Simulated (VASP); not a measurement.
Runs of VASP 6.6.1 on Si2Mo. The structure is that of space group I4/mmm (No. 139), or close to it. The cells are those of the table. 

```tsv
task	cell	k mesh	cutoff (eV)	gap on the mesh (eV)	pressure (GPa)	largest force (eV/Å)
single point	a = 4.535 Å, angles 138.7, 138.7, 59.9°, 3 atoms	16 × 16 × 16	520	none	-1.7	(b)
single point	a = 4.511, b = 4.515, c = 3.190 Å, angles 110.7, 45.0, 120.0°, 3 atoms	9 × 9 × 15	520	none	0.4	0.01
single point	a = 4.458 Å, angles 138.7, 138.7, 59.8°, 3 atoms	18 × 18 × 18	520	none	10.4	0.01
relaxation of cell and atoms	relaxed from a = 4.535 Å, angles 138.7, 138.7, 59.9°, 3 atoms	18 × 18 × 18	600	none	0.0	-
single point	a = 4.511, b = 4.515, c = 3.190 Å, angles 69.3, 45.0, 90.0°, 3 atoms	8 × 8 × 17	520	none	0.4	0.01
single point	a = 4.515 Å, angles 138.6, 138.6, 60.0°, 3 atoms	18 × 18 × 18	520	none	0.4	-
single point	a = 4.535 Å, angles 138.7, 138.7, 59.9°, 3 atoms	8 × 8 × 8	520	none	-2.4	0.36
relaxation of cell and atoms	relaxed to 10 GPa from a = 4.454 Å, angles 138.7, 138.7, 59.9°, 3 atoms	18 × 18 × 18	600	none	10.0	-
single point	a = 4.574 Å, angles 141.6, 141.6, 55.4°, 3 atoms	18 × 18 × 18	520	none	(a)	1.33
```

Alike in all rows: level PBEsol; potentials or basis VASP PAW PBE potentials, release 64 (Si, Mo_sv); no spin polarisation; smearing gaussian 0.1 eV.

Question: Fill in the values left out.

Answer: (a) 24.6; (b) 1.07.

Caveats: the PAW data sets were made with another functional, which shifts forces and pressure a little; the cell is relaxed towards a set pressure, so the enthalpy falls and the energy may rise (some runs).

A k mesh can miss the band edges, and the runs leave out spin-orbit coupling on Mo.

A gap of «none» marks levels without a gap at the run's occupations.
